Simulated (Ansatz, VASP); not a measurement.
**One calculation of Ge2Sb2Te5, two programs**

Contents of INCAR:

```
ALGO = Normal
EDIFF = 1E-7
ENCUT = 520
GGA = PE
ISIF = 2
ISMEAR = -1
LASPH = T
LCHARG = F
LREAL = F
LWAVE = F
NBANDS = 44
NELM = 80
PREC = Accurate
SIGMA = 0.05
```

KPOINTS

```
k-points
0
Gamma
  5 5 2
```

The input POSCAR:

```
Ge2Sb2Te5
1.0
    4.2940644248     -0.0214703221      0.0000000000
   -2.1656260568      3.7295040385      0.0000000000
    0.0000000000      0.0000000000     17.1013460000
Te Sb Ge
5 2 2
Direct
    0.6666666667      0.3333333333      0.4198920000
    0.3333333333      0.6666666667      0.5801080000
    0.3333333333      0.6666666667      0.2015420000
    0.6666666667      0.3333333333      0.7984580000
    0.0000000000      0.0000000000      0.0000000000
    0.0000000000      0.0000000000      0.3200680000
    0.0000000000      0.0000000000      0.6799320000
    0.6666666667      0.3333333333      0.1028950000
    0.3333333333      0.6666666667      0.8971050000
```

The input input.yaml:

```yaml
crystal:
  lattice:
    - [4.2940644248, -0.0214703221, 0.0]
    - [-2.1656260568, 3.7295040385, 0.0]
    - [0.0, 0.0, 17.101346]
  atoms:
    - { symbol: Te, position: [0.6666666667, 0.3333333333, 0.419892] }
    - { symbol: Te, position: [0.3333333333, 0.6666666667, 0.580108] }
    - { symbol: Te, position: [0.3333333333, 0.6666666667, 0.201542] }
    - { symbol: Te, position: [0.6666666667, 0.3333333333, 0.798458] }
    - { symbol: Te, position: [0.0, 0.0, 0.0] }
    - { symbol: Sb, position: [0.0, 0.0, 0.320068] }
    - { symbol: Sb, position: [0.0, 0.0, 0.679932] }
    - { symbol: Ge, position: [0.6666666667, 0.3333333333, 0.102895] }
    - { symbol: Ge, position: [0.3333333333, 0.6666666667, 0.897105] }
hamiltonian:
  xc: pbe
  pseudopotentials: { kind: paw }
kpoints:
  mp_grid: { grid: [5, 5, 2] }
scf:
  occupations: { method: fermi_dirac, width: 0.05 }
output:
  forces: true
  stress: true
  eigenvalues: true
  write_density: true
  write_potential: true
  elf: true
  volumetric_format: npy
```

Alike in both runs: task single point; functional PBE; k mesh 5 × 5 × 2; occupations fermi-dirac, width 0.05 eV; no spin polarisation.

|  | VASP | Ansatz |
| --- | --- | --- |
| version | VASP 6.6.1 | Ansatz 0.2.0 |
| potentials or method | VASP PAW PBE potentials, release 64 (Te, Sb, Ge_d) | Ansatz PAW |
| plane-wave cutoff (eV) | 520 | 420 |
| valence electrons in the cell | 68 | 138 |

```csv
,VASP,Ansatz,Ansatz less VASP
gap on the k mesh at the Fermi level (eV),0.23,0.23,+0.007
least direct gap on the mesh (eV),0.23,0.23,+0.007
pressure (GPa),0.3,0.3,+0.01
"traceless stress, the component that is largest in VASP (GPa)",0.36,0.36,+0.001
rms of the force components (eV/Å),0.040,0.043,+0.0034
```

Atom by atom the forces differ by 0.008 eV/Å (rms over components). VASP's potentials hold 68 valence electrons a cell and Ansatz's 138, so a difference there can come from the potentials and not from the codes.

Spin-orbit coupling is off throughout. Noted on Ansatz's run: odd divisions of the mesh miss points on the zone boundary, where band edges often lie, so the gap on the mesh can be too wide.
